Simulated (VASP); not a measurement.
# NaI (R3m) in VASP: single point with PBE

Aim: the single point of NaI with PBE.

Program: VASP 6.6.1. These are calculated values, not measurements. Logs are shortened: lines on timing, memory, paths and dates and some standing lists are left out, and cuts for length are marked.

## Step 1: The cell of the first run

Symmetry: R3m, No. 160, trigonal system. The conventional cell has a = 4.641 Å, b = 4.641 Å, c = 10.696 Å, α = 90.00°, β = 90.00°, γ = 120.00°. Within 3.9 Å of Na (site symmetry 3m) lie 6 I at 2.98 to 3.51 Å. I (site symmetry 3m) has 6 Na at 2.98 to 3.51 Å within 3.9 Å.

## Step 2: Single point, PBE (strained and its atoms moved)

INCAR

```
SYSTEM = NaI
PREC     = Accurate       ! precision mode
ENCUT    = 520            ! plane-wave cutoff, eV
EDIFF    = 1E-6           ! SCF threshold, eV
ISMEAR   = 0              ! smearing method
SIGMA    = 0.02           ! smearing width, eV
LREAL    = .False.        ! projectors in reciprocal space
LASPH    = .True.         ! aspherical terms in the spheres
NELM     = 80             ! most SCF steps
ALGO     = Normal         ! electronic algorithm
ISIF     = 2              ! what is computed and relaxed
LWAVE    = .False.        ! write WAVECAR
LCHARG   = .False.        ! write CHGCAR
GGA      = PE             ! functional
NBANDS   = 14             ! bands
```

KPOINTS

```
Automatic mesh
0
Gamma
  6 6 6
  0 0 0
```

POSCAR

```
NaI
1.0
    0.0000000000      3.2818714200      3.2818714200
    3.1524154200      0.1294560000      3.1524154200
    3.2818714200      3.2818714200      0.0000000000
Na I
1 1
Direct
    0.0222990927     -0.0668972781      0.0222990927
    0.4777009073      0.5668972781      0.4777009073
```

Potentials or basis: VASP PAW PBE potentials, release 64 (Na_pv, I).

The run is started by

```bash
cat potpaw_PBE.64/Na_pv/POTCAR potpaw_PBE.64/I/POTCAR > POTCAR
mpirun -np 1 vasp_std > vasp.out
```

OUTCAR:

```text
SYSTEM = NaI
   PREC = Accurate
   ENCUT = 520
   EDIFF = 1E-6
   ISMEAR = 0
   LREAL = .False.
   LASPH = .True.
   NELM = 80
   ISIF = 2
   GGA = PE

 ion  position               nearest neighbor table
   1  0.022  0.933  0.022-   2 2.98   2 2.98   2 2.98
   2  0.478  0.567  0.478-   1 2.98   1 2.98   1 2.98

  LATTYP: Found a trigonal (rhomboedric) cell.
 ALAT       =     4.4600678040
 COS(alpha) =     0.4585477016

  Lattice vectors:

 A1 = (  -0.1294560000,  -3.1524154200,   3.1524154200)
 A2 = (   3.1524154200,  -3.1524154200,  -0.1294560000)
 A3 = (   3.1524154200,   0.1294560000,   3.1524154200)

Analysis of symmetry for initial positions (statically):
=====================================================================
 Subroutine PRICEL returns:
 Original cell was already a primitive cell.

 Routine SETGRP: Setting up the symmetry group for a
 trigonal (rhombohedral) supercell.

 Subroutine GETGRP returns: Found  6 space group operations
 (whereof  6 operations were pure point group operations)
 out of a pool of 12 trial point group operations.

The static configuration has the point symmetry C_3v.

Analysis of symmetry for dynamics (positions and initial velocities):
=====================================================================
 Subroutine PRICEL returns:
 Original cell was already a primitive cell.

 Routine SETGRP: Setting up the symmetry group for a
 trigonal (rhombohedral) supercell.

 Subroutine GETGRP returns: Found  6 space group operations
 (whereof  6 operations were pure point group operations)
 out of a pool of 12 trial point group operations.

The dynamic configuration has the point symmetry C_3v.

 Subroutine INISYM returns: Found  6 space group operations
 (whereof  6 operations are pure point group operations),
 and found     1 'primitive' translations

----------------------------------------------------------------------------------------

                                     Primitive cell

  volume of cell :      66.5130

  direct lattice vectors                    reciprocal lattice vectors
     0.000000000  3.281871420  3.281871420    -0.155545896  0.155545896  0.149158302
     3.152415420  0.129456000  3.152415420     0.161933490 -0.161933490  0.161933490
     3.281871420  3.281871420  0.000000000     0.149158302  0.155545896 -0.155545896

  length of vectors
     4.641267072  4.460067804  4.641267072     0.265776693  0.280477032  0.265776693

  position of ions in fractional coordinates (direct lattice)
     0.022299093  0.933102722  0.022299093
     0.477700907  0.566897278  0.477700907

  ion indices of the primitive-cell ions
   primitive index   ion index
                 1           1
                 2           2

----------------------------------------------------------------------------------------

 KPOINTS: Automatic mesh

Automatic generation of k-mesh.
 Grid dimensions read from file:
 generate k-points for:    6    6    6

 Generating k-lattice:

  Cartesian coordinates                     Fractional coordinates (reciprocal lattice)
    -0.025924316  0.025924316  0.024859717     0.166666667  0.000000000  0.000000000
     0.026988915 -0.026988915  0.026988915     0.000000000  0.166666667  0.000000000
     0.024859717  0.025924316 -0.025924316     0.000000000  0.000000000  0.166666667

  Length of vectors
     0.044296116  0.046746172  0.044296116

  Shift w.r.t. Gamma in fractional coordinates (k-lattice)
     0.000000000  0.000000000  0.000000000

 Subroutine IBZKPT returns following result:
 ===========================================

 Found     32 irreducible k-points:

 Following reciprocal coordinates:
            Coordinates               Weight
  0.000000  0.000000  0.000000      1.000000
  0.166667  0.000000  0.000000      6.000000
  0.333333  0.000000  0.000000      6.000000
  0.500000 -0.000000  0.000000      3.000000
  0.000000  0.166667  0.000000      2.000000
  0.166667  0.166667  0.000000      6.000000
[... 16 lines left out ...]
 -0.333333  0.000000  0.166667     12.000000
 -0.166667  0.000000  0.166667      6.000000
 [... further k-points ...]
   k-points           NKPTS =     32   k-points in BZ     NKDIM =     32   number of bands    NBANDS=     14
   number of dos      NEDOS =    301   number of ions     NIONS =      2
   total plane-waves  NPLWV =  46656
   dimension x,y,z NGX =    36 NGY =   36 NGZ =   36
   dimension x,y,z NGXF=    72 NGYF=   72 NGZF=   72
   ions per type =               1   1
   NGX,Y,Z   is equivalent  to a cutoff of  12.89, 13.42, 12.89 a.u.
   NGXF,Y,Z  is equivalent  to a cutoff of  25.79, 26.84, 25.79 a.u.
 SYSTEM =  NaI
   PREC   = accura    normal or accurate (medium, high low for compatibility)
   ISTART =      0    job   : 0-new  1-cont  2-samecut
   ICHARG =      2    charge: 1-file 2-atom 10-const
   ISPIN  =      1    spin polarized calculation?
   LNONCOLLINEAR =      F non collinear calculations
   LSORBIT =      F    spin-orbit coupling
   LASPH  =      T    aspherical Exc in radial PAW
   ENCUT  =  520.0 eV  38.22 Ry    6.18 a.u.   8.63  8.29  8.63*2*pi/ulx,y,z
   NELM   =     80;   NELMIN=  2; NELMDL= -5     # of ELM steps
   EDIFF  = 0.1E-05   stopping-criterion for ELM
   LREAL  =      F    real-space projection
   EDIFFG = 0.1E-04   stopping-criterion for IOM
   NSW    =      0    number of steps for IOM
   IBRION =     -1    ionic relax: 0-MD 1-quasi-New 2-CG
   NFREE  =      0    steps in history (QN), initial steepest desc. (CG)
   ISIF   =      2    stress and relaxation
   ISYM   =      2    0-nonsym 1-usesym 2-fastsym
   POTIM  = 0.5000    time-step for ionic-motion
   TEBEG  =    0.0;   TEEND  =   0.0 temperature during run
   PSTRESS=    0.0 pullay stress
   NELECT =      14.0000    total number of electrons
   NUPDOWN=      -1.0000    fix difference up-down
   EMIN   =  10.00;   EMAX   =-10.00  energy-range for DOS
   EFERMI =   0.00;   METHOD = LEGACY
   ISMEAR =     0;   SIGMA  =   0.02  broadening in eV -4-tet -1-fermi 0-gaus
   EFERMI_NEDOS =   21; number of points for ismear=-14 and -15
   IALGO  =     38    algorithm
   IMIX   =      4    mixing-type and parameters
     AMIX     =   0.40;   BMIX     =  1.00
     AMIX_MAG =   1.60;   BMIX_MAG =  1.00
  volume/ion in A,a.u.               =      33.26       224.43
  Fermi-wavevector in a.u.,A,eV,Ry     =   0.973827  1.840267 12.902949  0.948340
  Thomas-Fermi vector in A             =   2.104238
   LORBIT       =      0    0 simple, 1 ext, 2 COOP (PROOUT), +10 PAW based schemes
   GGA     = PE    functional components
   LHFCALC =     F    Hartree Fock is set to
   AEXX    =    0.0000 exact exchange contribution
   IVDW    =     0    specifies the selected vdW correction
   LEPSILON=     F    determine dielectric tensor
   LRPA    =     F    only Hartree local field effects (RPA)
 non-spin polarized calculation
 Gauss-broadening in eV      SIGMA  =   0.02
  energy-cutoff  :      520.00
  volume of cell :       66.51
 maximum number of plane-waves:      1804
 NGX is ok and might be reduce to    36
   NGX = 17   NGY = 17   NGZ = 17

 number of electron      14.0000003 magnetization

 Free energy of the ion-electron system (eV)
  ---------------------------------------------------
  ext. energy  EPLUGINS =         0.00000000
  ---------------------------------------------------
  free energy    TOTEN  =        -5.27090829 eV

  energy without entropy =       -5.27090829  energy(sigma->0) =       -5.27090829

 E-fermi :   1.2183     XC(G=0):  -7.7558

 val. band max:        1.1324782582   @ k =   0.0000   0.0000   0.0000
 cond. band min:       4.6385270788   @ k =   0.0000   0.0000   0.0000
 fundamental gap:      3.5060488205
 Fermi energy:         1.2183467511

 k-point     1 :       0.0000    0.0000    0.0000
  band No.  band energies     occupation
      1     -21.4499      2.00000
      2     -21.4384      2.00000
      3     -21.4384      2.00000
      4     -10.1414      2.00000
      5       0.8058      2.00000
      6       0.8058      2.00000
      7       1.1325      2.00000
      8       4.6385      0.00000
      9       8.6376      0.00000
     10       8.6376      0.00000
     11       9.5164      0.00000
     12      10.9020      0.00000
     13      10.9020      0.00000
     14      11.2832      0.00000

 k-point     2 :       0.1667    0.0000    0.0000
  band No.  band energies     occupation
      1     -21.4502      2.00000
      2     -21.4399      2.00000
      3     -21.4385      2.00000
      4     -10.0668      2.00000
      5       0.1117      2.00000
      6       0.7498      2.00000
      7       1.0222      2.00000
      8       5.4406      0.00000
      9       8.2848      0.00000
     10       8.8614      0.00000
     11       9.5684      0.00000
     12      10.2130      0.00000
     13      10.5992      0.00000
     14      11.7704      0.00000

 k-point     3 :       0.3333    0.0000    0.0000
  band No.  band energies     occupation
      1     -21.4511      2.00000
      2     -21.4426      2.00000
      3     -21.4387      2.00000
      4      -9.9087      2.00000
      5      -0.9132      2.00000
      6       0.6445      2.00000
      7       0.8750      2.00000
      8       6.0938      0.00000
      9       8.5938      0.00000
     10       8.7009      0.00000
     11       9.2801      0.00000
     12      10.9500      0.00000
     13      11.0440      0.00000
     14      11.8415      0.00000
[... 324 lines left out ...]
 k-point    23 :      -0.3333    0.0000    0.1667
  band No.  band energies     occupation
      1     -21.4512      2.00000
      2     -21.4433      2.00000
      3     -21.4395      2.00000
      4      -9.8323      2.00000
      5      -0.9937      2.00000
      6       0.1461      2.00000
      7       0.7519      2.00000
      8       6.8461      0.00000
      9       7.7935      0.00000
     10       8.8953      0.00000
     11       9.3198      0.00000
     12      11.2591      0.00000
     13      12.3289      0.00000
     14      12.8398      0.00000

 k-point    24 :      -0.1667    0.0000    0.1667
  band No.  band energies     occupation
      1     -21.4504      2.00000
      2     -21.4416      2.00000
      3     -21.4391      2.00000
      4      -9.9677      2.00000
      5      -0.3889      2.00000
      6       0.3931      2.00000
      7       0.9243      2.00000
      8       6.3706      0.00000
      9       8.0275      0.00000
     10       8.5604      0.00000
     11       9.6211      0.00000
     12       9.9099      0.00000
     13      11.5356      0.00000
     14      12.9622      0.00000

 [... further k-points ...]

------------------------ aborting loop because EDIFF is reached ----------------------------------------

  FORCE on cell =-STRESS in cart. coord.  units (eV):
  Direction    XX          YY          ZZ          XY          YZ          ZX
  --------------------------------------------------------------------------------------
  -------------------------------------------------------------------------------------
  Total        0.7776849      0.7776849      0.7776849      0.0541953      0.0541953     -0.0541953
  in kB       18.7330192     18.7330192     18.7330192      1.3054657      1.3054657     -1.3054657
  external PRESSURE =      18.7330192 kB  Pullay stress =       0.0000000 kB

 VOLUME and BASIS-vectors are now :
 -----------------------------------------------------------------------------
  energy-cutoff  :      520.00
  volume of cell :       66.51
      direct lattice vectors                 reciprocal lattice vectors
     0.000000000  3.281871420  3.281871420    -0.155545896  0.155545896  0.149158302
     3.152415420  0.129456000  3.152415420     0.161933490 -0.161933490  0.161933490
     3.281871420  3.281871420  0.000000000     0.149158302  0.155545896 -0.155545896

 POSITION                                       TOTAL-FORCE (eV/Angst)
 -----------------------------------------------------------------------------------
      3.01471      0.26716      3.01471         0.241227     -0.241227      0.241227
      3.35485      3.20889      3.35485        -0.241227      0.241227     -0.241227
 -----------------------------------------------------------------------------------
    total drift:                                0.000147     -0.000146      0.000147

  FREE ENERGIE OF THE ION-ELECTRON SYSTEM (eV)
  ---------------------------------------------------
  free  energy   TOTEN  =        -5.2709082903 eV

  energy  without entropy=       -5.2709082903  energy(sigma->0) =       -5.27090829
```

It took 46 s on 1 thread of Intel Xeon 8259CL, shared host; peak memory 0.21 GiB.

Results:

```yaml
Free_energy: -5.2709 eV
Pressure: 1.9 GPa
Largest_force: 0.418 eV/Å
Band_gap_on_the_k_mesh: 3.51 eV
```

Forces on the atoms (eV/Å):
```
Na   0.241 -0.241  0.241
I   -0.241  0.241 -0.241
```

Stress tensor (GPa, compression positive):
```
 1.87  0.13 -0.13
 0.13  1.87  0.13
-0.13  0.13  1.87
```

Levels at points of the mesh, in eV from the valence-band top:
```tsv
k point	band 4	band 5	band 6	band 7	band 8	band 9	band 10	band 11
(0.00, 0.00, 0.00)	-11.27	-0.33	-0.33	0.00	3.51	7.51	7.51	8.38
(0.50, 0.00, 0.00)	-10.96	-2.47	-0.54	-0.32	4.95	7.21	7.62	8.62
(0.00, 0.50, 0.00)	-10.89	-2.35	-0.67	-0.67	4.82	7.01	7.01	8.62
(0.50, 0.50, 0.00)	-10.86	-2.16	-1.12	-0.82	4.32	5.36	9.74	11.02
```

Caveat: the cell differs from its parent crystal (strained and its atoms moved); spin-orbit coupling is left out, which moves the levels of the heavy elements.
